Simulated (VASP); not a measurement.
SbSe2:

```xyz
3
Lattice="4.2665 0.0000 0.0000 0.0000 4.2665 0.0000 0.0000 0.0000 6.3985" Properties=species:S:1:pos:R:3 pbc="T T T"
Sb    0.0000    0.0000    3.1993
Se    2.1333    0.0000    4.6970
Se    0.0000    2.1333    1.7015
```

The cell was generated, and may not be a known phase.

| Item | Value |
| --- | --- |
| Program | VASP 6.6.1 |
| Task | relaxation of cell and atoms |
| Functional | PBE |
| Potentials or basis | VASP PAW PBE potentials, release 64 (Sb, Se) |
| Cutoff | 600 eV |
| k mesh | 12 × 12 × 8 |
| Occupations | gaussian, width 0.1 eV |
| Spin | no spin polarisation |

At the start: pressure 0.8 GPa; volume 38.82 Å³/atom.

Q: How do energy, volume and symmetry change on relaxing?

A: Over 33 steps the energy falls by 5.4 meV/atom and the volume is 33.67 Å³/atom (-13.3 %); space group P-4m2 (No. 115, to 0.1 Å) before and after.

Step by step:
| step | energy change (eV) | largest force (eV/Å) | pressure (GPa) | volume (Å³) |
| --- | --- | --- | --- | --- |
| 1 | 0.0000 | 0.2172 | 0.83 | 116.47 |
| 2 | -0.0063 | 0.0409 | -0.36 | 119.88 |
| 3 | -0.0076 | 0.0326 | -0.03 | 118.86 |
| 4 | -0.0076 | 0.0291 | -0.05 | 118.91 |
| 5 | -0.0078 | 0.0229 | -0.04 | 118.81 |
| 6 | -0.0080 | 0.0071 | -0.02 | 118.55 |
| 7 | -0.0080 | 0.0136 | 0.01 | 118.39 |
| 8 | -0.0080 | 0.0197 | 0.03 | 118.24 |
| 9 | -0.0080 | 0.0322 | 0.09 | 117.93 |
| 10 | -0.0081 | 0.0249 | 0.06 | 118.10 |
| 11 | -0.0081 | 0.0251 | 0.06 | 118.08 |
| 12 | -0.0081 | 0.0254 | 0.06 | 118.02 |
| 13 | -0.0082 | 0.0265 | 0.06 | 117.89 |
| 14 | -0.0083 | 0.0279 | 0.06 | 117.64 |
| 15 | -0.0086 | 0.0315 | 0.06 | 117.13 |
| 16 | -0.0091 | 0.0393 | 0.07 | 116.11 |
| 17 | -0.0098 | 0.0584 | 0.10 | 114.07 |
| 18 | -0.0098 | 0.1101 | 0.24 | 109.94 |
| 19 | -0.0099 | 0.1087 | 0.23 | 109.86 |
| 20 | -0.0101 | 0.1032 | 0.21 | 109.63 |
| 21 | -0.0105 | 0.0937 | 0.16 | 109.16 |
| 22 | -0.0110 | 0.0760 | 0.06 | 108.22 |
| 23 | -0.0110 | 0.0491 | -0.10 | 106.33 |
| 24 | -0.0111 | 0.0549 | -0.06 | 106.76 |
| 25 | -0.0114 | 0.0521 | -0.06 | 106.63 |
| 26 | -0.0122 | 0.0444 | -0.05 | 106.25 |
| 27 | -0.0134 | 0.0329 | -0.04 | 105.49 |
| 28 | -0.0150 | 0.0198 | -0.01 | 103.97 |
| 29 | -0.0160 | 0.0134 | 0.07 | 100.97 |
| 30 | -0.0159 | 0.0265 | -0.16 | 101.22 |
| 31 | -0.0161 | 0.0005 | -0.01 | 101.06 |
| 32 | -0.0161 | 0.0013 | -0.01 | 101.07 |
| 33 | -0.0161 | 0.0007 | -0.01 | 101.02 |

Final structure:
```
CELL_PARAMETERS angstrom
4.24828 0.00000 0.00000
0.00000 4.24828 0.00000
0.00000 0.00000 5.59711
ATOMIC_POSITIONS crystal
Sb 0.00000 0.00000 0.50000
Se 0.50000 0.00000 0.78294
Se 0.00000 0.50000 0.21706
```

Caveat: an odd number of electrons without spin polarisation forces a metal; a magnetic or distorted state may lie lower.
